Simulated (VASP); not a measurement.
Here is a VASP 6.6.1 calculation.

Contents of INCAR:

```
PREC = Accurate
ENCUT = 520
EDIFF = 1E-6
ISMEAR = 0
SIGMA = 0.15
LREAL = False
LASPH = True
NELM = 60
ALGO = Fast
ISIF = 2
LWAVE = False
LCHARG = False
GGA = CA
NBANDS = 10
```

File KPOINTS:

```
regular mesh
0
Gamma
  21 21 12
```

File POSCAR:

```
Al
1.0
    2.8124553515      0.0000000000      0.0000000000
   -1.4062276757      2.4356577814      0.0000000000
    0.0000000000      0.0000000000      4.8668500000
Al
2
Direct
    0.6666666667      0.3333333333      0.7500000000
    0.3333333333      0.6666666667      0.2500000000
```

Potentials or basis: VASP PAW LDA potentials, release 64 (Al).

Launch:

```sh
$ cat potpaw_LDA.64/Al/POTCAR > POTCAR
$ mpirun -np 1 vasp_std > vasp.out
```

Problem. Estimate the pressure.

Solution. -2.9 GPa.

Problem. What does it give for the band gap on the k mesh?

Solution. Zero (band 3 reaches 11.23 eV, above the bottom of band 4 at 4.63 eV).

Stress tensor (GPa, compression positive):
```
-2.02  0.00  0.00
 0.00 -2.02  0.00
 0.00  0.00 -4.65
```
